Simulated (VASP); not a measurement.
# AlP (F-43m) in VASP: single point with PBE

Aim: the single point of AlP with PBE.

Program: VASP 6.6.1. These are calculated values, not measurements. Logs are shortened: lines on timing, memory, paths and dates and some standing lists are left out, and cuts for length are marked.

## 1. The cell of the first run

The structure is cubic, space group F-43m (No. 216). The conventional cell has a = 5.451 Å, b = 5.451 Å, c = 5.451 Å, α = 90.00°, β = 90.00°, γ = 90.00°. Within 3.1 Å of Al (site symmetry -43m) lie 4 P at 2.36 Å. Within 3.1 Å of P (site symmetry -43m) lie 4 Al at 2.36 Å.

## 2. Single point, PBE

Contents of INCAR:

```
SYSTEM = AlP
  PREC = Accurate
  ENCUT = 500
  EDIFF = 1E-6
  ISMEAR = 0
  SIGMA = 0.02
  LREAL = .FALSE.
  LASPH = .TRUE.
  NELM = 120
  ALGO = Normal
  ISIF = 2
  LWAVE = .FALSE.
  LCHARG = .FALSE.
  GGA = PE
  NBANDS = 46
  GGA_COMPAT = .FALSE.
```

Contents of KPOINTS:

```
Automatic mesh
0
G
  2 2 2
  0 0 0
```

Contents of POSCAR:

```
AlP
1.0
    0.0000000000      5.4510000000      5.4510000000
    5.4510000000      0.0000000000      5.4510000000
    5.4510000000      5.4510000000      0.0000000000
Al P
8 8
Direct
    0.0000000000      0.0000000000      0.0000000000
    0.0000000000      0.0000000000      0.5000000000
    0.0000000000      0.5000000000      0.0000000000
    0.0000000000      0.5000000000      0.5000000000
    0.5000000000      0.0000000000      0.0000000000
    0.5000000000      0.0000000000      0.5000000000
    0.5000000000      0.5000000000      0.0000000000
    0.5000000000      0.5000000000      0.5000000000
    0.1250000000      0.1250000000      0.1250000000
    0.1250000000      0.1250000000      0.6250000000
    0.1250000000      0.6250000000      0.1250000000
    0.1250000000      0.6250000000      0.6250000000
    0.6250000000      0.1250000000      0.1250000000
    0.6250000000      0.1250000000      0.6250000000
    0.6250000000      0.6250000000      0.1250000000
    0.6250000000      0.6250000000      0.6250000000
```

Potentials or basis: VASP PAW PBE potentials, release 64 (Al, P).

Launch:

```sh
$ cat potpaw_PBE.64/Al/POTCAR potpaw_PBE.64/P/POTCAR > POTCAR
$ mpirun -np 1 vasp_std > vasp.out
```

OUTCAR:

```text
SYSTEM = AlP
   PREC = Accurate
   ENCUT = 500
   EDIFF = 1E-6
   ISMEAR = 0
   LREAL = .FALSE.
   LASPH = .TRUE.
   NELM = 120
   ISIF = 2
   GGA = PE

 ion  position               nearest neighbor table
   1  0.000  0.000  0.000-  10 2.36  11 2.36  13 2.36   9 2.36
   2  0.000  0.000  0.500-   9 2.36  12 2.36  14 2.36  10 2.36
   3  0.000  0.500  0.000-   9 2.36  12 2.36  15 2.36  11 2.36
   4  0.000  0.500  0.500-  10 2.36  11 2.36  16 2.36  12 2.36
   5  0.500  0.000  0.000-   9 2.36  14 2.36  15 2.36  13 2.36
   6  0.500  0.000  0.500-  10 2.36  13 2.36  16 2.36  14 2.36
[... 8 lines left out ...]
  15  0.625  0.625  0.125-   3 2.36   5 2.36   8 2.36   7 2.36
  16  0.625  0.625  0.625-   4 2.36   6 2.36   7 2.36   8 2.36

  LATTYP: Found a face centered cubic cell.
 ALAT       =    10.9020000000

  Lattice vectors:

 A1 = (   0.0000000000,   5.4510000000,   5.4510000000)
 A2 = (   5.4510000000,   0.0000000000,   5.4510000000)
 A3 = (   5.4510000000,   5.4510000000,   0.0000000000)

Analysis of symmetry for initial positions (statically):
=====================================================================
 Subroutine PRICEL returns following result:

  LATTYP: Found a face centered cubic cell.
 ALAT       =     5.4510000000

  Lattice vectors:

 A1 = (   0.0000000000,   2.7255000000,   2.7255000000)
 A2 = (   2.7255000000,   0.0000000000,   2.7255000000)
 A3 = (   2.7255000000,   2.7255000000,   0.0000000000)

   8 primitive cells build up your supercell.

 Routine SETGRP: Setting up the symmetry group for a
 face centered cubic supercell.

 Subroutine GETGRP returns: Found 24 space group operations
 (whereof 24 operations were pure point group operations)
 out of a pool of 48 trial point group operations.

The static configuration has the point symmetry T_d .

Analysis of symmetry for dynamics (positions and initial velocities):
=====================================================================
 Subroutine PRICEL returns following result:

  LATTYP: Found a face centered cubic cell.
 ALAT       =     5.4510000000

  Lattice vectors:

 A1 = (   0.0000000000,   2.7255000000,   2.7255000000)
 A2 = (   2.7255000000,   0.0000000000,   2.7255000000)
 A3 = (   2.7255000000,   2.7255000000,   0.0000000000)

   8 primitive cells build up your supercell.

 Routine SETGRP: Setting up the symmetry group for a
 face centered cubic supercell.

 Subroutine GETGRP returns: Found 24 space group operations
 (whereof 24 operations were pure point group operations)
 out of a pool of 48 trial point group operations.

The dynamic configuration has the point symmetry T_d .

 Subroutine INISYM returns: Found 24 space group operations
 (whereof 24 operations are pure point group operations),
 and found     8 'primitive' translations

----------------------------------------------------------------------------------------

                                     Primitive cell

  volume of cell :      40.4919

  direct lattice vectors                    reciprocal lattice vectors
     0.000000000  2.725500000  2.725500000    -0.183452578  0.183452578  0.183452578
     2.725500000  0.000000000  2.725500000     0.183452578 -0.183452578  0.183452578
     2.725500000  2.725500000  0.000000000     0.183452578  0.183452578 -0.183452578

  length of vectors
     3.854439064  3.854439064  3.854439064     0.317749185  0.317749185  0.317749185

  position of ions in fractional coordinates (direct lattice)
     0.000000000  0.000000000  0.000000000
     0.250000000  0.250000000  0.250000000

  ion indices of the primitive-cell ions
   primitive index   ion index
                 1           1
                 2           9

----------------------------------------------------------------------------------------

 KPOINTS: Automatic mesh

Automatic generation of k-mesh.
 Grid dimensions read from file:
 generate k-points for:    2    2    2

 Generating k-lattice:

  Cartesian coordinates                     Fractional coordinates (reciprocal lattice)
    -0.045863144  0.045863144  0.045863144     0.500000000  0.000000000  0.000000000
     0.045863144 -0.045863144  0.045863144     0.000000000  0.500000000  0.000000000
     0.045863144  0.045863144 -0.045863144     0.000000000  0.000000000  0.500000000

  Length of vectors
     0.079437296  0.079437296  0.079437296

  Shift w.r.t. Gamma in fractional coordinates (k-lattice)
     0.000000000  0.000000000  0.000000000

 Subroutine IBZKPT returns following result:
 ===========================================

 Found      3 irreducible k-points:

 Following reciprocal coordinates:
            Coordinates               Weight
  0.000000  0.000000  0.000000      1.000000
  0.500000  0.000000  0.000000      4.000000
  0.500000  0.500000  0.000000      3.000000
   k-points           NKPTS =      3   k-points in BZ     NKDIM =      3   number of bands    NBANDS=     46
   number of dos      NEDOS =    301   number of ions     NIONS =     16
   total plane-waves  NPLWV = 175616
   dimension x,y,z NGX =    56 NGY =   56 NGZ =   56
   dimension x,y,z NGXF=   112 NGYF=  112 NGZF=  112
   ions per type =               8   8
   NGX,Y,Z   is equivalent  to a cutoff of  12.08, 12.08, 12.08 a.u.
   NGXF,Y,Z  is equivalent  to a cutoff of  24.15, 24.15, 24.15 a.u.
 SYSTEM =  AlP
   PREC   = accura    normal or accurate (medium, high low for compatibility)
   ISTART =      0    job   : 0-new  1-cont  2-samecut
   ICHARG =      2    charge: 1-file 2-atom 10-const
   ISPIN  =      1    spin polarized calculation?
   LNONCOLLINEAR =      F non collinear calculations
   LSORBIT =      F    spin-orbit coupling
   LASPH  =      T    aspherical Exc in radial PAW
   ENCUT  =  500.0 eV  36.75 Ry    6.06 a.u.  14.06 14.06 14.06*2*pi/ulx,y,z
   NELM   =    120;   NELMIN=  2; NELMDL= -5     # of ELM steps
   EDIFF  = 0.1E-05   stopping-criterion for ELM
   LREAL  =      F    real-space projection
   EDIFFG = 0.1E-04   stopping-criterion for IOM
   NSW    =      0    number of steps for IOM
   IBRION =     -1    ionic relax: 0-MD 1-quasi-New 2-CG
   NFREE  =      0    steps in history (QN), initial steepest desc. (CG)
   ISIF   =      2    stress and relaxation
   ISYM   =      2    0-nonsym 1-usesym 2-fastsym
   POTIM  = 0.5000    time-step for ionic-motion
   TEBEG  =    0.0;   TEEND  =   0.0 temperature during run
   PSTRESS=    0.0 pullay stress
   NELECT =      64.0000    total number of electrons
   NUPDOWN=      -1.0000    fix difference up-down
   EMIN   =  10.00;   EMAX   =-10.00  energy-range for DOS
   EFERMI =   0.00;   METHOD = LEGACY
   ISMEAR =     0;   SIGMA  =   0.02  broadening in eV -4-tet -1-fermi 0-gaus
   EFERMI_NEDOS =   21; number of points for ismear=-14 and -15
   IALGO  =     38    algorithm
   IMIX   =      4    mixing-type and parameters
     AMIX     =   0.40;   BMIX     =  1.00
     AMIX_MAG =   1.60;   BMIX_MAG =  1.00
  volume/ion in A,a.u.               =      20.25       136.63
  Fermi-wavevector in a.u.,A,eV,Ry     =   0.953488  1.801831 12.369596  0.909140
  Thomas-Fermi vector in A             =   2.082148
   LORBIT       =      0    0 simple, 1 ext, 2 COOP (PROOUT), +10 PAW based schemes
   GGA     = PE    functional components
   LHFCALC =     F    Hartree Fock is set to
   AEXX    =    0.0000 exact exchange contribution
   IVDW    =     0    specifies the selected vdW correction
   LEPSILON=     F    determine dielectric tensor
   LRPA    =     F    only Hartree local field effects (RPA)
 non-spin polarized calculation
 Gauss-broadening in eV      SIGMA  =   0.02
  energy-cutoff  :      500.00
  volume of cell :      323.94
 maximum number of plane-waves:      8291
   NGX = 29   NGY = 29   NGZ = 29

 number of electron      64.0000001 magnetization

 Free energy of the ion-electron system (eV)
  ---------------------------------------------------
  ext. energy  EPLUGINS =         0.00000000
  ---------------------------------------------------
  free energy    TOTEN  =       -82.16501401 eV

  energy without entropy =      -82.16501401  energy(sigma->0) =      -82.16501401

 E-fermi :   4.8103     XC(G=0):  -9.2110

 val. band max:        4.6648167776   @ k =   0.0000   0.0000   0.0000
 cond. band min:       6.2097318449   @ k =   0.0000   0.0000   0.0000
 fundamental gap:      1.5449150672
 Fermi energy:         4.8103333140

 k-point     1 :       0.0000    0.0000    0.0000
  band No.  band energies     occupation
      1      -6.8743      2.00000
      2      -5.1759      2.00000
      3      -5.1759      2.00000
      4      -5.1759      2.00000
      5      -5.1759      2.00000
      6      -4.5036      2.00000
[... 36 lines left out ...]
     43       8.0073      0.00000
     44       9.2078      0.00000

 k-point     2 :       0.5000    0.0000    0.0000
  band No.  band energies     occupation
      1      -6.2109      2.00000
      2      -6.2109      2.00000
      3      -4.9097      2.00000
      4      -4.9097      2.00000
      5      -4.9097      2.00000
      6      -4.9097      2.00000
[... 36 lines left out ...]
     43       9.7999      0.00000
     44       9.8174      0.00000

 k-point     3 :       0.5000    0.5000    0.0000
  band No.  band energies     occupation
      1      -5.9825      2.00000
      2      -5.9825      2.00000
      3      -5.2998      2.00000
      4      -5.2998      2.00000
      5      -5.2998      2.00000
      6      -5.2998      2.00000
[... 36 lines left out ...]
     43      10.6175      0.00000
     44      10.6238      0.00000
 [bands above 44 left out]

------------------------ aborting loop because EDIFF is reached ----------------------------------------

  FORCE on cell =-STRESS in cart. coord.  units (eV):
  Direction    XX          YY          ZZ          XY          YZ          ZX
  --------------------------------------------------------------------------------------
  -------------------------------------------------------------------------------------
  Total        6.1625320      6.1625320      6.1625320      0.0000000     -0.0000000      0.0000000
  in kB       30.4797380     30.4797380     30.4797380      0.0000000     -0.0000000      0.0000000
  external PRESSURE =      30.4797380 kB  Pullay stress =       0.0000000 kB

 VOLUME and BASIS-vectors are now :
 -----------------------------------------------------------------------------
  energy-cutoff  :      500.00
  volume of cell :      323.94
      direct lattice vectors                 reciprocal lattice vectors
     0.000000000  5.451000000  5.451000000    -0.091726289  0.091726289  0.091726289
     5.451000000  0.000000000  5.451000000     0.091726289 -0.091726289  0.091726289
     5.451000000  5.451000000  0.000000000     0.091726289  0.091726289 -0.091726289

 POSITION                                       TOTAL-FORCE (eV/Angst)
 -----------------------------------------------------------------------------------
      0.00000      0.00000      0.00000        -0.000000     -0.000000     -0.000000
      2.72550      2.72550      0.00000        -0.000000     -0.000000     -0.000000
      2.72550      0.00000      2.72550        -0.000000     -0.000000     -0.000000
      5.45100      2.72550      2.72550        -0.000000     -0.000000     -0.000000
      0.00000      2.72550      2.72550        -0.000000     -0.000000     -0.000000
      2.72550      5.45100      2.72550        -0.000000     -0.000000     -0.000000
[... 8 lines left out ...]
      4.08825      4.08825      6.81375         0.000000      0.000000      0.000000
      6.81375      6.81375      6.81375         0.000000      0.000000      0.000000
 -----------------------------------------------------------------------------------
    total drift:                                0.000000      0.000000      0.000000

  FREE ENERGIE OF THE ION-ELECTRON SYSTEM (eV)
  ---------------------------------------------------
  free  energy   TOTEN  =       -82.1650140069 eV

  energy  without entropy=      -82.1650140069  energy(sigma->0) =      -82.16501401
```

Run time: 88 s. Hardware: 1 thread of Intel Xeon Platinum 8259CL at 2.50GHz (Skylake/Cascade Lake), shared host; peak memory 0.42 GiB.

Results:

| Item | Value |
| --- | --- |
| Free energy | -82.1650 eV |
| Pressure | 3.0 GPa |
| Band gap on the k mesh | 1.54 eV |

Levels at points of the mesh, in eV from the valence-band top:
```
           k point  band 29  band 30  band 31  band 32  band 33  band 34  band 35  band 36
(0.00, 0.00, 0.00)    -0.77     0.00     0.00     0.00     1.54     1.54     1.54     2.44
(0.50, 0.00, 0.00)    -0.45    -0.45    -0.45    -0.45     2.77     2.77     2.77     2.77
(0.50, 0.50, 0.00)    -0.85    -0.85    -0.85    -0.85     2.84     2.84     3.76     3.76
```

Caveat: the k points lie up to 0.50 Å⁻¹ apart. Expect the measured gap to be larger: semilocal functionals such as PBE lack the derivative discontinuity.
